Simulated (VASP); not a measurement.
Set up this calculation in VASP 6.6.1, as the native input.

- Task: single point
- Functional: PBE
- Potentials or basis: VASP PAW PBE potentials, release 64 (Ta_pv)
- Cutoff: 500 eV
- k mesh: 18 × 18 × 18
- Occupations: gaussian, width 0.1 eV
- Spin: no spin polarisation
- Dipole correction: no
- Further INCAR settings: ALGO = Normal; EDIFF = 1e-06; NBANDS = 12

The structure of Ta lies in POSCAR:

```
Ta
1.0
   -1.6594119158      1.6594119158      1.6594119158
    1.6594119158     -1.6594119158      1.6594119158
    1.6594119158      1.6594119158     -1.6594119158
Ta
1
Direct
    0.0000000000      0.0000000000      0.0000000000
```

These files were run (other wordings do the same):

INCAR

```
SYSTEM = Ta
ALGO = Normal
EDIFF = 1E-6
ENCUT = 500
GGA = PE
GGA_COMPAT = .FALSE.
ISIF = 2
ISMEAR = 0
LASPH = .TRUE.
LCHARG = .FALSE.
LREAL = .FALSE.
LWAVE = .FALSE.
NBANDS = 12
NELM = 120
PREC = Accurate
SIGMA = 0.1
```

KPOINTS

```
k-points
0
G
  18 18 18
  0 0 0
```

Potentials or basis: VASP PAW PBE potentials, release 64 (Ta_pv).

Run with:

```bash
$ cat potpaw_PBE.64/Ta_pv/POTCAR > POTCAR
$ mpirun -np 1 vasp_std > vasp.out
```

It gave:

The pressure is 0.1 GPa and the band gap on the k mesh is zero (an odd number of electrons rules out a gap without spin polarisation).

Caveat: spin-orbit coupling is left out, which moves the levels of the heavy elements.

Run time: 20 s on 1 thread of Intel Xeon 8259CL, on a shared host, peak memory 0.17 GiB.
